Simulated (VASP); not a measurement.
A run of VASP 6.6.1 is set up as follows.

Contents of INCAR:

```
SYSTEM = Mg
ALGO     = Fast           ! electronic algorithm
EDIFF    = 1E-7           ! SCF threshold, eV
EDIFFG   = -0.002         ! ionic threshold
ENCUT    = 600            ! plane-wave cutoff, eV
GGA      = PS             ! functional
IBRION   = 2              ! ionic algorithm
ISIF     = 3              ! what is computed and relaxed
ISMEAR   = -1             ! smearing method
LASPH    = .True.         ! aspherical terms in the spheres
LCHARG   = .False.        ! write CHGCAR
LREAL    = .False.        ! projectors in reciprocal space
LWAVE    = .False.        ! write WAVECAR
NELM     = 80             ! most SCF steps
NSW      = 80             ! ionic steps
PREC     = Accurate       ! precision mode
PSTRESS  = 580.0        
SIGMA    = 0.1            ! smearing width, eV
```

File KPOINTS:

```
k-points
0
Gamma
  20 20 20
  0 0 0
```

File POSCAR:

```
Mg
1.0
   -1.4817794663      1.4817794663      1.4817794663
    1.4817794663     -1.4817794663      1.4817794663
    1.4817794663      1.4817794663     -1.4817794663
Mg
1
Direct
    0.0000000000      0.0000000000      0.0000000000
```

Potentials or basis: VASP PAW PBE potentials, release 64 (Mg).

Launch:

```console
$ cat potpaw_PBE.64/Mg/POTCAR > POTCAR
$ mpirun -np 1 vasp_std > vasp.out
```

Predict the relaxed cell.

a = 2.571 Å, b = 2.571 Å, c = 2.571 Å, α = 109.47°, β = 109.47°, γ = 109.47°.

Predict the relaxed volume.

13.08 Å³/atom.

Step by step:
| step | energy change (eV) | largest force (eV/Å) | pressure (GPa) | volume (Å³) |
| --- | --- | --- | --- | --- |
| 1 | 0.0000 | 0.0000 | 59.06 | 13.01 |
| 2 | -0.0584 | 0.0000 | 56.34 | 13.18 |
| 3 | -0.0226 | 0.0000 | 58.01 | 13.08 |

Caveat: the cell is relaxed towards a set pressure, so the enthalpy falls and the energy may rise; the PAW data sets were made with another functional, which shifts forces and pressure a little. Zero-point motion and thermal expansion aren't in these numbers.
